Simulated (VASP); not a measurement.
# F (C2/m) in VASP: further runs

The runs below take F through single point, with PBEsol.

All numbers are computed with VASP 6.6.1; they aren't measurements. Logs are shortened: lines on timing, memory, paths and dates and some standing lists are left out, and cuts for length are marked.

## (1) The cell of the first run

Symmetry: C2/m, No. 12, monoclinic system. The conventional cell has a = 6.071 Å, b = 3.650 Å, c = 7.638 Å, α = 90.00°, β = 111.54°, γ = 90.00°. F (site symmetry m) has 1 F at 1.43 Å within 1.9 Å. F (site symmetry m) has 1 F at 1.42 Å within 1.9 Å.

## (2) Single point, PBEsol

Contents of INCAR:

```
ALGO = Normal
EDIFF = 1E-7
ENCUT = 520
GGA = PS
ISIF = 2
ISMEAR = 0
LASPH = T
LCHARG = F
LREAL = F
LWAVE = F
NBANDS = 22
NELM = 80
PREC = Accurate
SIGMA = 0.05
```

Contents of KPOINTS:

```
k-points
0
Gamma
  4 4 2
```

Contents of POSCAR:

```
F
1.0
    3.0263858720     -1.8251497199     -0.2334209866
    3.0263858720      1.8251497199     -0.2334209866
   -2.2499350858      0.0000000000      7.2985883176
F
4
Direct
    0.0848459664      0.0848459664      0.0940038325
    0.9151540336      0.9151540336      0.9059961675
    0.5015719855      0.5015719855      0.5937195244
    0.4984280145      0.4984280145      0.4062804756
```

Potentials or basis: VASP PAW PBE potentials, release 64 (F).

Run with:

```sh
cat potpaw_PBE.64/F/POTCAR > POTCAR
mpirun -np 1 vasp_std > vasp.out
```

OUTCAR:

```text
EDIFF = 1E-7
   ENCUT = 520
   GGA = PS
   ISIF = 2
   ISMEAR = 0
   LASPH = T
   LREAL = F
   NELM = 80
   PREC = Accurate

 ion  position               nearest neighbor table
   1  0.085  0.085  0.094-   2 1.43
   2  0.915  0.915  0.906-   1 1.43
   3  0.502  0.502  0.594-   4 1.42
   4  0.498  0.498  0.406-   3 1.42

  LATTYP: Found a base centered monoclinic cell.
 ALAT       =     6.0707484887
 B/A-ratio  =     0.6012931431
 C/A-ratio  =     1.2580841809
 COS(beta)  =    -0.3672053764

  Lattice vectors:

 A1 = (   3.0263858720,  -1.8251497199,  -0.2334209866)
 A2 = (   3.0263858720,   1.8251497199,  -0.2334209866)
 A3 = (  -2.2499350858,   0.0000000000,   7.2985883176)

Analysis of symmetry for initial positions (statically):
=====================================================================
 Subroutine PRICEL returns:
 Original cell was already a primitive cell.

 Routine SETGRP: Setting up the symmetry group for a
 base centered monoclinic supercell.

 Subroutine GETGRP returns: Found  4 space group operations
 (whereof  4 operations were pure point group operations)
 out of a pool of  4 trial point group operations.

The static configuration has the point symmetry C_2h.

Analysis of symmetry for dynamics (positions and initial velocities):
=====================================================================
 Subroutine PRICEL returns:
 Original cell was already a primitive cell.

 Routine SETGRP: Setting up the symmetry group for a
 base centered monoclinic supercell.

 Subroutine GETGRP returns: Found  4 space group operations
 (whereof  4 operations were pure point group operations)
 out of a pool of  4 trial point group operations.

The dynamic configuration has the point symmetry C_2h.

 Subroutine INISYM returns: Found  4 space group operations
 (whereof  4 operations are pure point group operations),
 and found     1 'primitive' translations

----------------------------------------------------------------------------------------

                                     Primitive cell

  volume of cell :      78.7120

  direct lattice vectors                    reciprocal lattice vectors
     3.026385872 -1.825149720 -0.233420987     0.169237428 -0.273950128  0.052170805
     3.026385872  1.825149720 -0.233420987     0.169237428  0.273950128  0.052170805
    -2.249935086  0.000000000  7.298588318     0.010824989  0.000000000  0.140349815

  length of vectors
     3.541845325  3.541845325  7.637512640     0.326208174  0.326208174  0.140766654

  position of ions in fractional coordinates (direct lattice)
     0.084845966  0.084845966  0.094003833
     0.915154034  0.915154034  0.905996167
     0.501571985  0.501571985  0.593719524
     0.498428014  0.498428014  0.406280476

  ion indices of the primitive-cell ions
   primitive index   ion index
                 1           1
                 2           2
                 3           3
                 4           4

----------------------------------------------------------------------------------------

 KPOINTS: k-points

Automatic generation of k-mesh.
 Grid dimensions read from file:
 generate k-points for:    4    4    2

 Generating k-lattice:

  Cartesian coordinates                     Fractional coordinates (reciprocal lattice)
     0.042309357 -0.068487532  0.013042701     0.250000000 -0.000000000  0.000000000
     0.042309357  0.068487532  0.013042701    -0.000000000  0.250000000  0.000000000
     0.005412494  0.000000000  0.070174908     0.000000000  0.000000000  0.500000000

  Length of vectors
     0.081552043  0.081552043  0.070383327

  Shift w.r.t. Gamma in fractional coordinates (k-lattice)
     0.000000000  0.000000000  0.000000000

 Subroutine IBZKPT returns following result:
 ===========================================

 Found     14 irreducible k-points:

 Following reciprocal coordinates:
            Coordinates               Weight
  0.000000  0.000000  0.000000      1.000000
  0.250000 -0.000000 -0.000000      4.000000
  0.500000 -0.000000 -0.000000      2.000000
  0.250000  0.250000 -0.000000      2.000000
  0.500000  0.250000 -0.000000      4.000000
 -0.250000  0.250000  0.000000      2.000000
  0.500000  0.500000 -0.000000      1.000000
  0.000000  0.000000  0.500000      1.000000
  0.250000  0.000000  0.500000      4.000000
  0.500000 -0.000000  0.500000      2.000000
  0.250000  0.250000  0.500000      2.000000
  0.500000  0.250000  0.500000      4.000000
 -0.250000  0.250000  0.500000      2.000000
  0.500000  0.500000  0.500000      1.000000
   k-points           NKPTS =     14   k-points in BZ     NKDIM =     14   number of bands    NBANDS=     22
   number of dos      NEDOS =    301   number of ions     NIONS =      4
   total plane-waves  NPLWV =  47040
   dimension x,y,z NGX =    28 NGY =   28 NGZ =   60
   dimension x,y,z NGXF=    56 NGYF=   56 NGZF=  120
   ions per type =               4
   NGX,Y,Z   is equivalent  to a cutoff of  13.14, 13.14, 13.06 a.u.
   NGXF,Y,Z  is equivalent  to a cutoff of  26.29, 26.29, 26.12 a.u.
 SYSTEM =  unknown system
   PREC   = accura    normal or accurate (medium, high low for compatibility)
   ISTART =      0    job   : 0-new  1-cont  2-samecut
   ICHARG =      2    charge: 1-file 2-atom 10-const
   ISPIN  =      1    spin polarized calculation?
   LNONCOLLINEAR =      F non collinear calculations
   LSORBIT =      F    spin-orbit coupling
   LASPH  =      T    aspherical Exc in radial PAW
   ENCUT  =  520.0 eV  38.22 Ry    6.18 a.u.   6.59  6.59 14.20*2*pi/ulx,y,z
   NELM   =     80;   NELMIN=  2; NELMDL= -5     # of ELM steps
   EDIFF  = 0.1E-06   stopping-criterion for ELM
   LREAL  =      F    real-space projection
   EDIFFG = 0.1E-05   stopping-criterion for IOM
   NSW    =      0    number of steps for IOM
   IBRION =     -1    ionic relax: 0-MD 1-quasi-New 2-CG
   NFREE  =      0    steps in history (QN), initial steepest desc. (CG)
   ISIF   =      2    stress and relaxation
   ISYM   =      2    0-nonsym 1-usesym 2-fastsym
   POTIM  = 0.5000    time-step for ionic-motion
   TEBEG  =    0.0;   TEEND  =   0.0 temperature during run
   PSTRESS=    0.0 pullay stress
   NELECT =      28.0000    total number of electrons
   NUPDOWN=      -1.0000    fix difference up-down
   EMIN   =  10.00;   EMAX   =-10.00  energy-range for DOS
   EFERMI =   0.00;   METHOD = LEGACY
   ISMEAR =     0;   SIGMA  =   0.05  broadening in eV -4-tet -1-fermi 0-gaus
   EFERMI_NEDOS =   21; number of points for ismear=-14 and -15
   IALGO  =     38    algorithm
   IMIX   =      4    mixing-type and parameters
     AMIX     =   0.40;   BMIX     =  1.00
     AMIX_MAG =   1.60;   BMIX_MAG =  1.00
  volume/ion in A,a.u.               =      19.68       132.79
  Fermi-wavevector in a.u.,A,eV,Ry     =   1.159971  2.192028 18.307089  1.345533
  Thomas-Fermi vector in A             =   2.296558
   LORBIT       =      0    0 simple, 1 ext, 2 COOP (PROOUT), +10 PAW based schemes
   GGA     = PS    functional components
   LHFCALC =     F    Hartree Fock is set to
   AEXX    =    0.0000 exact exchange contribution
   IVDW    =     0    specifies the selected vdW correction
   LEPSILON=     F    determine dielectric tensor
   LRPA    =     F    only Hartree local field effects (RPA)
 non-spin polarized calculation
 Gauss-broadening in eV      SIGMA  =   0.05
  energy-cutoff  :      520.00
  volume of cell :       78.71
 maximum number of plane-waves:      2135
 NGX is ok and might be reduce to    28
   NGX = 13   NGY = 13   NGZ = 29

 number of electron      28.0000006 magnetization

 Free energy of the ion-electron system (eV)
  ---------------------------------------------------
  ext. energy  EPLUGINS =         0.00000000
  ---------------------------------------------------
  free energy    TOTEN  =        -7.79209489 eV

  energy without entropy =       -7.79209489  energy(sigma->0) =       -7.79209489

 E-fermi :  -5.7250     XC(G=0):  -6.6761

 val. band max:       -5.9841565512   @ k =   0.5000   0.5000  -0.0000
 cond. band min:      -3.2572730679   @ k =   0.0000   0.0000   0.0000
 fundamental gap:      2.7268834833
 Fermi energy:        -5.7250214956

 k-point     1 :       0.0000    0.0000    0.0000
  band No.  band energies     occupation
      1     -30.6534      2.00000
      2     -30.4860      2.00000
      3     -24.5114      2.00000
      4     -24.2701      2.00000
      5     -12.4321      2.00000
      6     -11.8645      2.00000
[... 14 lines left out ...]
     21      12.9398      0.00000
     22      14.1295      0.00000

 k-point     2 :       0.2500   -0.0000   -0.0000
  band No.  band energies     occupation
      1     -30.6332      2.00000
      2     -30.4737      2.00000
      3     -24.4747      2.00000
      4     -24.2906      2.00000
      5     -12.3501      2.00000
      6     -11.9397      2.00000
[... 14 lines left out ...]
     21      11.0625      0.00000
     22      12.4966      0.00000

 k-point     3 :       0.5000   -0.0000   -0.0000
  band No.  band energies     occupation
      1     -30.6129      2.00000
      2     -30.4615      2.00000
      3     -24.4244      2.00000
      4     -24.3245      2.00000
      5     -12.1948      2.00000
      6     -12.0876      2.00000
[... 14 lines left out ...]
     21       9.8462      0.00000
     22      10.0497      0.00000
[... 226 lines left out ...]
 k-point    13 :      -0.2500    0.2500    0.5000
  band No.  band energies     occupation
      1     -30.6131      2.00000
      2     -30.4616      2.00000
      3     -24.4244      2.00000
      4     -24.3247      2.00000
      5     -12.1916      2.00000
      6     -12.0860      2.00000
[... 14 lines left out ...]
     21      10.2087      0.00000
     22      10.2469      0.00000

 k-point    14 :       0.5000    0.5000    0.5000
  band No.  band energies     occupation
      1     -30.6039      2.00000
      2     -30.4524      2.00000
      3     -24.4311      2.00000
      4     -24.3309      2.00000
      5     -12.2092      2.00000
      6     -12.1047      2.00000
[... 14 lines left out ...]
     21       8.9657      0.00000
     22       9.0673      0.00000

------------------------ aborting loop because EDIFF is reached ----------------------------------------

  FORCE on cell =-STRESS in cart. coord.  units (eV):
  Direction    XX          YY          ZZ          XY          YZ          ZX
  --------------------------------------------------------------------------------------
  -------------------------------------------------------------------------------------
  Total       -0.4293587     -0.2638919     -1.4797175      0.0000000      0.0000000     -0.0945728
  in kB       -8.7395668     -5.3715010    -30.1195474      0.0000000      0.0000000     -1.9250235
  external PRESSURE =     -14.7435384 kB  Pullay stress =       0.0000000 kB

 VOLUME and BASIS-vectors are now :
 -----------------------------------------------------------------------------
  energy-cutoff  :      520.00
  volume of cell :       78.71
      direct lattice vectors                 reciprocal lattice vectors
     3.026385872 -1.825149720 -0.233420987     0.169237428 -0.273950128  0.052170805
     3.026385872  1.825149720 -0.233420987     0.169237428  0.273950128  0.052170805
    -2.249935086  0.000000000  7.298588318     0.010824989  0.000000000  0.140349815

 POSITION                                       TOTAL-FORCE (eV/Angst)
 -----------------------------------------------------------------------------------
      0.30205      0.00000      0.64649        -0.202652      0.000000     -0.422203
      3.50079      0.00000      6.18526         0.202652      0.000000      0.422203
      1.70007      0.00000      4.09916         0.136358      0.000000     -0.459759
      2.10277      0.00000      2.73259        -0.136358      0.000000      0.459759
 -----------------------------------------------------------------------------------
    total drift:                                0.000000      0.000000     -0.000000

  FREE ENERGIE OF THE ION-ELECTRON SYSTEM (eV)
  ---------------------------------------------------
  free  energy   TOTEN  =        -7.7920948898 eV

  energy  without entropy=       -7.7920948898  energy(sigma->0) =       -7.79209489
```

It took 54 s on 1 thread of AMD EPYC 7R13, shared host; peak memory 0.19 GiB.

Results:

- Free energy: -7.7921 eV
- Pressure: -1.5 GPa
- Largest force: 0.480 eV/Å
- Band gap on the k mesh: 2.73 eV, indirect (least direct gap 2.79 eV)

Forces in eV/Å, atoms in the order of the input:
```
F   -0.203  0.000 -0.422
F    0.203  0.000  0.422
F    0.136  0.000 -0.460
F   -0.136  0.000  0.460
```

Caveat: the k points lie up to 0.51 Å⁻¹ apart; the PAW data sets were made with another functional, which shifts forces and pressure a little.

(Part 1 of 2 ends here.)
